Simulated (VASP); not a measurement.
Wanted: the native input for a VASP 6.6.1 run.

| Quantity | Value |
| --- | --- |
| Task | single point |
| Functional | revpbe exchange, lda correlation |
| Potentials or basis | VASP PAW PBE potentials, release 64 (Yb) |
| Cutoff | 600 eV |
| k mesh | 8 × 8 × 4 |
| Occupations | fermi-dirac, width 0.2 eV |
| Spin | no spin polarisation |
| Dipole correction | no |
| Further INCAR settings | ALGO = Normal; EDIFF = 1e-06; NBANDS = 31 |

The structure of Yb lies in POSCAR:

```
Yb
1.0
    3.8799000000      0.0000000000      0.0000000000
   -1.9399500000      3.3600919600      0.0000000000
    0.0000000000      0.0000000000      6.3859000000
Yb
2
Direct
    0.3333333333      0.6666666667      0.2500000000
    0.6666666667      0.3333333333      0.7500000000
```

This isn't the form of Yb at room conditions, which is fcc.

The input as run:

INCAR

```
SYSTEM = Yb
ALGO = Normal ; EDIFF = 1E-6
ENCUT = 600 ; GGA = LIBXC
GGA_COMPAT = .False. ; ISIF = 2
ISMEAR = -1 ; LASPH = .True.
LCHARG = .False. ; LIBXC1 = GGA_X_PBE_R
LIBXC2 = LDA_C_PW ; LMAXMIX = 6
LREAL = .False. ; LWAVE = .False.
NBANDS = 31 ; NELM = 200
PREC = Accurate ; SIGMA = 0.2
```

KPOINTS

```
k-points
0
Gamma
  8 8 4
  0 0 0
```

Potentials or basis: VASP PAW PBE potentials, release 64 (Yb).

Launch:

```sh
$ cat potpaw_PBE.64/Yb/POTCAR > POTCAR
$ mpirun -np 1 vasp_std > vasp.out
```

Results of the run:

| Property | Result |
| --- | --- |
| Pressure | 0.5 GPa |
| Band gap on the k mesh | zero (bands 24 and 25 overlap by 0.17 eV) |

Caveat: the PAW data sets were made with another functional, which shifts forces and pressure a little; spin-orbit coupling is left out, which moves the levels of the heavy elements.

Run time: 2.9 min on 1 thread of Intel(R) Xeon(R) Platinum 8488C (Sapphire Rapids) (shared host), peak memory 0.29 GiB.
